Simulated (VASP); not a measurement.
HfTe2W2: single point with PBE

HfTe2W2:

```xyz
5
Lattice="4.0652 0.0000 0.0000 0.0000 4.0652 0.0000 0.0000 0.0000 7.2084" Properties=species:S:1:pos:R:3 pbc="T T T"
Hf    2.0326    2.0326    5.6942
Te    2.0326    0.0000    3.3395
Te    0.0000    2.0326    3.3395
W     2.0326    0.0000    0.5226
W     0.0000    2.0326    0.5226
```

```yaml
Program: VASP 6.6.1
Task: single point
Functional: PBE
Potentials_or_basis: VASP PAW PBE potentials, release 64 (Hf_pv, Te, W_sv)
Cutoff: 520 eV
k_mesh: 10 × 10 × 6
Occupations: gaussian, width 0.1 eV
Spin: no spin polarisation
```

* Pressure: -0.1 GPa
* Largest force: 0.037 eV/Å
* Band gap on the k mesh: zero (band 25 reaches 8.97 eV, above the bottom of band 26 at 7.09 eV)

Forces on the atoms (eV/Å):
```
Hf   0.000  0.000  0.037
Te   0.000  0.000  0.013
Te   0.000  0.000  0.013
W    0.000  0.000 -0.031
W    0.000  0.000 -0.031
```

Stress tensor (GPa, compression positive):
```
-0.05  0.00  0.00
 0.00 -0.05  0.00
 0.00  0.00 -0.20
```

Levels at points of the mesh, in eV from the Fermi level:
```
           k point  band 21  band 22  band 23  band 24  band 25  band 26  band 27  band 28  band 29  band 30
(0.00, 0.00, 0.00)    -1.94    -1.51    -1.51    -0.82     0.67     0.67     0.86     2.32     2.32     2.61
(0.50, 0.00, 0.00)    -2.26    -1.04    -0.98    -0.92    -0.73    -0.72    -0.03     0.00     0.33     0.54
(0.50, 0.50, 0.00)    -2.74    -0.17    -0.17     0.15     0.27     0.86     0.86     1.22     2.13     2.28
(0.00, 0.00, 0.50)    -1.98    -1.88    -1.88     0.55     1.16     1.39     1.39     1.71     2.06     2.06
(0.50, 0.00, 0.50)    -2.34    -1.42    -1.24    -0.76    -0.73    -0.26     0.01     0.30     0.63     0.91
(0.50, 0.50, 0.50)    -2.29    -1.20    -0.89    -0.17    -0.17     1.08     1.17     1.17     2.27     2.83
```

It took 3.1 min on 1 thread of Intel(R) Xeon(R) 6975P-C (Granite Rapids) (shared host), peak memory 0.44 GiB.

Caveat: spin-orbit coupling is left out, which moves the levels of the heavy elements.
